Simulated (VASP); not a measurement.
Wanted: the native input for a VASP 6.6.1 run.

```
Task                   : single point
Functional             : LDA
Potentials or basis    : VASP PAW LDA potentials, release 64 (Si, Ge_d)
Cutoff                 : 520 eV
k mesh                 : 12 × 12 × 6
Occupations            : gaussian, width 0.03 eV
Spin                   : no spin polarisation
Dipole correction      : no
Further INCAR settings : ALGO = Normal; EDIFF = 1e-07; NBANDS = 26
```

The structure of SiGe lies in POSCAR:

```
SiGe
1.0
    3.7994718203      0.0000000000      0.0000000000
   -1.8997359102      3.2904391174      0.0000000000
    0.0000000000      0.0000000000      6.2790301647
Si Ge
2 2
Direct
    0.6666666667      0.3333333333      0.8745031008
    0.3333333333      0.6666666667      0.3745031008
    0.6666666667      0.3333333333      0.5004958992
    0.3333333333      0.6666666667      0.0004958992
```

These files were run (other wordings do the same):

INCAR

```
SYSTEM = SiGe
PREC = Accurate
ENCUT = 520
EDIFF = 1E-7
ISMEAR = 0
SIGMA = 0.03
LREAL = .FALSE.
LASPH = .TRUE.
NELM = 80
ALGO = Normal
ISIF = 2
LWAVE = .FALSE.
LCHARG = .FALSE.
GGA = CA
NBANDS = 26
```

KPOINTS

```
Automatic mesh
0
G
  12 12 6
  0 0 0
```

Potentials or basis: VASP PAW LDA potentials, release 64 (Si, Ge_d).

The run is started by

```console
$ cat potpaw_LDA.64/Si/POTCAR potpaw_LDA.64/Ge_d/POTCAR > POTCAR
$ mpirun -np 1 vasp_std > vasp.out
```

Results of the run:

- Pressure: 5.4 GPa
- Largest force: 0.026 eV/Å
- Band gap on the k mesh: 0.23 eV, indirect (least direct gap 0.60 eV)

Run time: 58 s on 1 thread of Intel(R) Xeon(R) Platinum 8559C (Emerald Rapids) (shared host), peak memory 0.24 GiB.
